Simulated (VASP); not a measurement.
## Ni: single point with revPBE

Ni:

```
Ni
1.0
     4.01873    0.00000    0.00000
    -2.00937    3.48032    0.00000
     0.00000    0.00000    2.43636
Ni
3
Cartesian
  0.0000 0.0000 0.0000
  0.0000 2.3202 1.2182
  2.0094 1.1601 1.2182
```

This isn't the form of Ni at room conditions, which is fcc.

```yaml
Program: VASP 6.6.1
Task: single point
Functional: revPBE
Potentials_or_basis: VASP PAW PBE potentials, release 64 (Ni)
Cutoff: 520 eV
k_mesh: 10 × 10 × 14
Occupations: fermi-dirac, width 0.05 eV
Spin: collinear spin, ferromagnetic start
Starting_moments: "[0.668, 0.71, 0.71] μB"
```

The pressure is 0.0 GPa, the net moment is 1.86 μB per cell and the site moments are Ni +0.59, +0.66 (each value once) μB. The valence electrons inside the program's atomic spheres are Ni 9.20, 9.28 (each value once).

Stress tensor (GPa, compression positive):
```
 0.05  0.00  0.00
 0.00  0.05  0.00
 0.00  0.00 -0.15
```

Levels at points of the mesh, in eV from the Fermi level:
Spin up:
```csv
k point,band 13,band 14,band 15,band 16,band 17,band 18,band 19,band 20
"(0.00, 0.00, 0.00)",-1.47,-1.47,-0.46,-0.46,5.90,5.90,5.93,5.93
"(0.50, 0.00, 0.00)",-0.74,-0.74,-0.69,-0.69,-0.50,0.17,5.96,15.22
"(0.00, 0.00, 0.50)",-0.73,-0.73,-0.16,0.85,1.55,9.64,9.97,9.97
"(0.50, 0.00, 0.50)",-0.71,-0.52,-0.37,1.72,1.73,4.91,5.27,8.19
```
Spin down:
```
           k point  band 11  band 12  band 13  band 14  band 15  band 16  band 17  band 18
(0.00, 0.00, 0.00)    -0.85    -0.85    -0.79    -0.79     0.24     0.24     6.14     6.14
(0.50, 0.00, 0.00)    -0.71    -0.25    -0.05    -0.03    -0.02     0.09     0.10     0.30
(0.00, 0.00, 0.50)    -0.11    -0.11     0.07     0.07     0.72     1.34     2.13     9.65
(0.50, 0.00, 0.50)    -0.70    -0.24    -0.05     0.13     0.50     1.87     2.11     5.15
```

Wall time 4.1 min on 1 thread of Intel(R) Xeon(R) 6975P-C (Granite Rapids), with other jobs on the host, peak memory 0.25 GiB.

Caveat: the PAW data sets were made with another functional, which shifts forces and pressure a little.
